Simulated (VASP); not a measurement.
Wanted: the native input for a VASP 6.6.1 run.

| Item | Value |
| --- | --- |
| Task | single point |
| Functional | PBEsol |
| Potentials or basis | VASP PAW PBE potentials, release 64 (Cu) |
| Cutoff | 520 eV |
| k mesh | 13 × 13 × 7 |
| Occupations | fermi-dirac, width 0.1 eV |
| Spin | no spin polarisation |
| Dipole correction | no |
| Further INCAR settings | ALGO = Normal; EDIFF = 1e-06; NBANDS = 18 |

The structure of Cu lies in POSCAR:

```
Cu
1.0
    2.5837974580      0.0000000000      0.0000000000
   -1.2918987239      2.2376342350      0.0000000000
    0.0000000000      0.0000000000      4.1932301247
Cu
2
Direct
    0.3333333333      0.6666666667      0.2500000000
    0.6666666667      0.3333333333      0.7500000000
```

This isn't the form of Cu at room conditions, which is fcc.

These files were run (other wordings do the same):

INCAR

```
SYSTEM = Cu
PREC = Accurate
ENCUT = 520
EDIFF = 1E-6
ISMEAR = -1
SIGMA = 0.1
LREAL = .FALSE.
LASPH = .TRUE.
NELM = 100
ALGO = Normal
ISIF = 2
LWAVE = .FALSE.
LCHARG = .TRUE.
GGA = PS
LELF = .TRUE.
LVHAR = .TRUE.
NBANDS = 18
```

KPOINTS

```
regular mesh
0
G
  13 13 7
  0 0 0
```

Potentials or basis: VASP PAW PBE potentials, release 64 (Cu).

Command:

```console
$ cat potpaw_PBE.64/Cu/POTCAR > POTCAR
$ mpirun -np 1 vasp_std > vasp.out
```

Results of the run:

```
Pressure               : -9.0 GPa
Band gap on the k mesh : zero (bands 11 and 12 overlap by 4.78 eV)
```

Caveat: the cell stands under tension; the PAW data sets were made with another functional, which shifts forces and pressure a little.

Run time: 46 s on 1 thread of Intel Xeon 8259CL, on a shared host, peak memory 0.15 GiB.
